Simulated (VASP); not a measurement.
# Ti (Im-3m) in VASP: further runs

Runs on Ti. Level: PBEsol. Tasks: single point.

Everything below comes from runs of VASP 6.6.1. Logs are shortened: lines on timing, memory, paths and dates and some standing lists are left out, and cuts for length are marked.

## 1. The cell of the first run

It takes space group Im-3m (No. 229, cubic). Conventional cell: a = 3.215 Å, b = 3.215 Å, c = 3.215 Å, α = 90.00°, β = 90.00°, γ = 90.00°. Within 3.7 Å of Ti (site symmetry m-3m) lie 14 Ti at 2.78 to 3.22 Å.

## 2. Single point, PBEsol (volume scaled by 0.94)

INCAR reads:

```
PREC     = Accurate       # precision mode
ENCUT    = 520            # plane-wave cutoff, eV
EDIFF    = 1E-7           # SCF threshold, eV
ISMEAR   = -1             # smearing method
SIGMA    = 0.08           # smearing width, eV
LREAL    = False          # projectors in reciprocal space
LASPH    = True           # aspherical terms in the spheres
NELM     = 60             # most SCF steps
ALGO     = Normal         # electronic algorithm
ISIF     = 2              # what is computed and relaxed
LWAVE    = False          # write WAVECAR
LCHARG   = False          # write CHGCAR
GGA      = PS             # functional
NBANDS   = 12             # bands
```

KPOINTS reads:

```
Automatic mesh
0
Gamma
  17 17 17
```

POSCAR reads:

```
Ti
1.0
   -1.6075008044      1.6075008044      1.6075008044
    1.6075008044     -1.6075008044      1.6075008044
    1.6075008044      1.6075008044     -1.6075008044
Ti
1
Direct
    0.0000000000      0.0000000000      0.0000000000
```

Potentials or basis: VASP PAW PBE potentials, release 64 (Ti_sv).

Run with:

```console
> cat potpaw_PBE.64/Ti_sv/POTCAR > POTCAR
> mpirun -np 1 vasp_std > vasp.out
```

OUTCAR:

```text
PREC = Accurate
   ENCUT = 520
   EDIFF = 1E-7
   ISMEAR = -1
   LREAL = False
   LASPH = True
   NELM = 60
   ISIF = 2
   GGA = PS

 ion  position               nearest neighbor table
   1  0.000  0.000  0.000-

  LATTYP: Found a body centered cubic cell.
 ALAT       =     3.2150016088

  Lattice vectors:

 A1 = (  -1.6075008044,   1.6075008044,   1.6075008044)
 A2 = (   1.6075008044,  -1.6075008044,   1.6075008044)
 A3 = (   1.6075008044,   1.6075008044,  -1.6075008044)

Analysis of symmetry for initial positions (statically):
=====================================================================
 Subroutine PRICEL returns:
 Original cell was already a primitive cell.

 Routine SETGRP: Setting up the symmetry group for a
 body centered cubic supercell.

 Subroutine GETGRP returns: Found 48 space group operations
 (whereof 48 operations were pure point group operations)
 out of a pool of 48 trial point group operations.

The static configuration has the point symmetry O_h .

Analysis of symmetry for dynamics (positions and initial velocities):
=====================================================================
 Subroutine PRICEL returns:
 Original cell was already a primitive cell.

 Routine SETGRP: Setting up the symmetry group for a
 body centered cubic supercell.

 Subroutine GETGRP returns: Found 48 space group operations
 (whereof 48 operations were pure point group operations)
 out of a pool of 48 trial point group operations.

The dynamic configuration has the point symmetry O_h .

 Subroutine INISYM returns: Found 48 space group operations
 (whereof 48 operations are pure point group operations),
 and found     1 'primitive' translations

----------------------------------------------------------------------------------------

                                     Primitive cell

  volume of cell :      16.6155

  direct lattice vectors                    reciprocal lattice vectors
    -1.607500804  1.607500804  1.607500804     0.000000000  0.311041835  0.311041835
     1.607500804 -1.607500804  1.607500804     0.311041835  0.000000000  0.311041835
     1.607500804  1.607500804 -1.607500804     0.311041835  0.311041835  0.000000000

  length of vectors
     2.784273066  2.784273066  2.784273066     0.439879582  0.439879582  0.439879582

  position of ions in fractional coordinates (direct lattice)
     0.000000000  0.000000000  0.000000000

  ion indices of the primitive-cell ions
   primitive index   ion index
                 1           1

----------------------------------------------------------------------------------------

 KPOINTS: Automatic mesh

Automatic generation of k-mesh.
 Grid dimensions read from file:
 generate k-points for:   17   17   17

 Generating k-lattice:

  Cartesian coordinates                     Fractional coordinates (reciprocal lattice)
     0.000000000  0.018296579  0.018296579     0.058823529  0.000000000  0.000000000
     0.018296579  0.000000000  0.018296579     0.000000000  0.058823529  0.000000000
     0.018296579  0.018296579  0.000000000     0.000000000  0.000000000  0.058823529

  Length of vectors
     0.025875270  0.025875270  0.025875270

  Shift w.r.t. Gamma in fractional coordinates (k-lattice)
     0.000000000  0.000000000  0.000000000

 Subroutine IBZKPT returns following result:
 ===========================================

 Found    165 irreducible k-points:

 Following reciprocal coordinates:
            Coordinates               Weight
  0.000000  0.000000  0.000000      1.000000
  0.058824  0.000000  0.000000     12.000000
  0.117647  0.000000  0.000000     12.000000
  0.176471  0.000000  0.000000     12.000000
  0.235294  0.000000  0.000000     12.000000
  0.294118  0.000000  0.000000     12.000000
[... 16 lines left out ...]
  0.411765  0.117647  0.000000     48.000000
  0.176471  0.176471  0.000000     24.000000
 [... further k-points ...]
   k-points           NKPTS =    165   k-points in BZ     NKDIM =    165   number of bands    NBANDS=     12
   number of dos      NEDOS =    301   number of ions     NIONS =      1
   total plane-waves  NPLWV =  13824
   dimension x,y,z NGX =    24 NGY =   24 NGZ =   24
   dimension x,y,z NGXF=    48 NGYF=   48 NGZF=   48
   ions per type =               1
   NGX,Y,Z   is equivalent  to a cutoff of  14.33, 14.33, 14.33 a.u.
   NGXF,Y,Z  is equivalent  to a cutoff of  28.66, 28.66, 28.66 a.u.
 SYSTEM =  unknown system
   PREC   = accura    normal or accurate (medium, high low for compatibility)
   ISTART =      0    job   : 0-new  1-cont  2-samecut
   ICHARG =      2    charge: 1-file 2-atom 10-const
   ISPIN  =      1    spin polarized calculation?
   LNONCOLLINEAR =      F non collinear calculations
   LSORBIT =      F    spin-orbit coupling
   LASPH  =      T    aspherical Exc in radial PAW
   ENCUT  =  520.0 eV  38.22 Ry    6.18 a.u.   5.18  5.18  5.18*2*pi/ulx,y,z
   NELM   =     60;   NELMIN=  2; NELMDL= -5     # of ELM steps
   EDIFF  = 0.1E-06   stopping-criterion for ELM
   LREAL  =      F    real-space projection
   EDIFFG = 0.1E-05   stopping-criterion for IOM
   NSW    =      0    number of steps for IOM
   IBRION =     -1    ionic relax: 0-MD 1-quasi-New 2-CG
   NFREE  =      0    steps in history (QN), initial steepest desc. (CG)
   ISIF   =      2    stress and relaxation
   ISYM   =      2    0-nonsym 1-usesym 2-fastsym
   POTIM  = 0.5000    time-step for ionic-motion
   TEBEG  =    0.0;   TEEND  =   0.0 temperature during run
   PSTRESS=    0.0 pullay stress
   NELECT =      12.0000    total number of electrons
   NUPDOWN=      -1.0000    fix difference up-down
   EMIN   =  10.00;   EMAX   =-10.00  energy-range for DOS
   EFERMI =   0.00;   METHOD = LEGACY
   ISMEAR =    -1;   SIGMA  =   0.08  broadening in eV -4-tet -1-fermi 0-gaus
   EFERMI_NEDOS =   21; number of points for ismear=-14 and -15
   IALGO  =     38    algorithm
   IMIX   =      4    mixing-type and parameters
     AMIX     =   0.40;   BMIX     =  1.00
     AMIX_MAG =   1.60;   BMIX_MAG =  1.00
  volume/ion in A,a.u.               =      16.62       112.13
  Fermi-wavevector in a.u.,A,eV,Ry     =   1.468805  2.775638 29.353035  2.157387
  Thomas-Fermi vector in A             =   2.584258
   LORBIT       =      0    0 simple, 1 ext, 2 COOP (PROOUT), +10 PAW based schemes
   GGA     = PS    functional components
   LHFCALC =     F    Hartree Fock is set to
   AEXX    =    0.0000 exact exchange contribution
   IVDW    =     0    specifies the selected vdW correction
   LEPSILON=     F    determine dielectric tensor
   LRPA    =     F    only Hartree local field effects (RPA)
 non-spin polarized calculation
  energy-cutoff  :      520.00
  volume of cell :       16.62
 maximum number of plane-waves:       466
 NGX is ok and might be reduce to    24
   NGX = 11   NGY = 11   NGZ = 11

 number of electron      11.9999999 magnetization

 Free energy of the ion-electron system (eV)
  ---------------------------------------------------
  ext. energy  EPLUGINS =         0.00000000
  ---------------------------------------------------
  free energy    TOTEN  =        -8.25837045 eV

  energy without entropy =       -8.21220142  energy(sigma->0) =       -8.23528593

 E-fermi :   8.4206     XC(G=0): -11.8448

 val. band max:        8.4136294795   @ k =   0.2353   0.2353   0.0000
 cond. band min:       8.4301978760   @ k =  -0.2941  -0.4706   0.0588
 fundamental gap:      0.0165683965
 Fermi energy:         8.4206304731

 k-point     1 :       0.0000    0.0000    0.0000
  band No.  band energies     occupation
      1     -47.7876      2.00000
      2     -23.6820      2.00000
      3     -23.6820      2.00000
      4     -23.6820      2.00000
      5       2.3767      2.00000
      6       9.4458      0.00001
      7       9.4458      0.00001
      8       9.4458      0.00001
      9      11.3177      0.00000
     10      11.3177      0.00000
     11      26.1591      0.00000
     12      26.1591      0.00000

 k-point     2 :       0.0588    0.0000    0.0000
  band No.  band energies     occupation
      1     -47.7823      2.00000
      2     -23.7098      2.00000
      3     -23.6904      2.00000
      4     -23.6822      2.00000
      5       2.5007      2.00000
      6       9.3876      0.00001
      7       9.4302      0.00001
      8       9.5378      0.00000
      9      11.2482      0.00000
     10      11.3210      0.00000
     11      26.0029      0.00000
     12      26.1566      0.00000

 k-point     3 :       0.1176    0.0000    0.0000
  band No.  band energies     occupation
      1     -47.7670      2.00000
      2     -23.7890      2.00000
      3     -23.7146      2.00000
      4     -23.6828      2.00000
      5       2.8622      2.00000
      6       9.2248      0.00009
      7       9.3596      0.00002
      8       9.8077      0.00000
      9      11.0954      0.00000
     10      11.3336      0.00000
     11      25.4799      0.00000
     12      26.0398      0.00000
[... 286 lines left out ...]
 k-point    23 :       0.4118    0.1176    0.0000
  band No.  band energies     occupation
      1     -47.6235      2.00000
      2     -24.4284      2.00000
      3     -23.9591      2.00000
      4     -23.7245      2.00000
      5       6.1506      2.00000
      6       8.0038      1.98914
      7       9.1026      0.00040
      8      11.2438      0.00000
      9      11.8634      0.00000
     10      13.4986      0.00000
     11      17.7511      0.00000
     12      21.7422      0.00000

 k-point    24 :       0.1765    0.1765    0.0000
  band No.  band energies     occupation
      1     -47.6795      2.00000
      2     -24.1833      2.00000
      3     -23.8447      2.00000
      4     -23.7330      2.00000
      5       5.1348      2.00000
      6       8.3726      1.29132
      7       8.5741      0.25615
      8      10.8381      0.00000
      9      11.6212      0.00000
     10      11.8241      0.00000
     11      22.3930      0.00000
     12      22.6672      0.00000

 [... further k-points ...]
[... 5 lines left out ...]
  --------------------------------------------------------------------------------------
  -------------------------------------------------------------------------------------
  Total       -0.0577996     -0.0577996     -0.0577996     -0.0000000     -0.0000000      0.0000000
  in kB       -5.5734227     -5.5734227     -5.5734227     -0.0000000     -0.0000000      0.0000000
  external PRESSURE =      -5.5734227 kB  Pullay stress =       0.0000000 kB

 VOLUME and BASIS-vectors are now :
 -----------------------------------------------------------------------------
  energy-cutoff  :      520.00
  volume of cell :       16.62
      direct lattice vectors                 reciprocal lattice vectors
    -1.607500804  1.607500804  1.607500804     0.000000000  0.311041835  0.311041835
     1.607500804 -1.607500804  1.607500804     0.311041835  0.000000000  0.311041835
     1.607500804  1.607500804 -1.607500804     0.311041835  0.311041835  0.000000000

 POSITION                                       TOTAL-FORCE (eV/Angst)
 -----------------------------------------------------------------------------------
      0.00000      0.00000      0.00000        -0.000000      0.000000      0.000000
 -----------------------------------------------------------------------------------
    total drift:                                0.000000      0.000000     -0.000000

  FREE ENERGIE OF THE ION-ELECTRON SYSTEM (eV)
  ---------------------------------------------------
  free  energy   TOTEN  =        -8.2583704457 eV

  energy  without entropy=       -8.2122014176  energy(sigma->0) =       -8.23528593
```

Run time: 12 s. Hardware: 1 thread of Intel Xeon 6975P-C (Granite Rapids), shared host; peak memory 0.16 GiB.

Results:

```yaml
Free_energy: -8.2584 eV
Pressure: -0.6 GPa
Band_gap_on_the_k_mesh: zero (band 6 reaches 9.45 eV, above the bottom of band 7 at 7.76 eV)
```

Levels at points of the mesh, in eV from the Fermi level:
```csv
k point,band 2,band 3,band 4,band 5,band 6,band 7,band 8,band 9,band 10,band 11
"(0.00, 0.00, 0.00)",-32.10,-32.10,-32.10,-6.04,1.03,1.03,1.03,2.90,2.90,17.74
```

Caveat: the PAW data sets were made with another functional, which shifts forces and pressure a little.

## 3. Single point, PBEsol (volume scaled by 0.96)

INCAR reads:

```
ALGO = Normal
EDIFF = 1E-7
ENCUT = 520
GGA = PS
ISIF = 2
ISMEAR = -1
LASPH = True
LCHARG = False
LREAL = False
LWAVE = False
NBANDS = 12
NELM = 60
PREC = Accurate
SIGMA = 0.08
```

KPOINTS reads:

```
k-points
0
Gamma
  17 17 17
```

POSCAR reads:

```
Ti
1.0
   -1.6188216056      1.6188216056      1.6188216056
    1.6188216056     -1.6188216056      1.6188216056
    1.6188216056      1.6188216056     -1.6188216056
Ti
1
Direct
    0.0000000000      0.0000000000      0.0000000000
```

Potentials or basis: VASP PAW PBE potentials, release 64 (Ti_sv).

Run with:

```console
> cat potpaw_PBE.64/Ti_sv/POTCAR > POTCAR
> mpirun -np 1 vasp_std > vasp.out
```

It took 12 s on 1 thread of Intel Xeon 6975P-C (Granite Rapids), shared host; peak memory 0.15 GiB.

It converged, with:

- Free energy: -8.2548 eV
- Pressure: -2.8 GPa
- Band gap on the k mesh: zero (band 6 reaches 9.21 eV, above the bottom of band 7 at 7.55 eV)

Levels at points of the mesh, in eV from the Fermi level:
| k point | band 2 | band 3 | band 4 | band 5 | band 6 | band 7 | band 8 | band 9 | band 10 | band 11 |
| --- | --- | --- | --- | --- | --- | --- | --- | --- | --- | --- |
| (0.00, 0.00, 0.00) | -32.17 | -32.17 | -32.17 | -6.00 | 1.01 | 1.01 | 1.01 | 2.83 | 2.83 | 17.59 |

Caveat: the PAW data sets were made with another functional, which shifts forces and pressure a little.
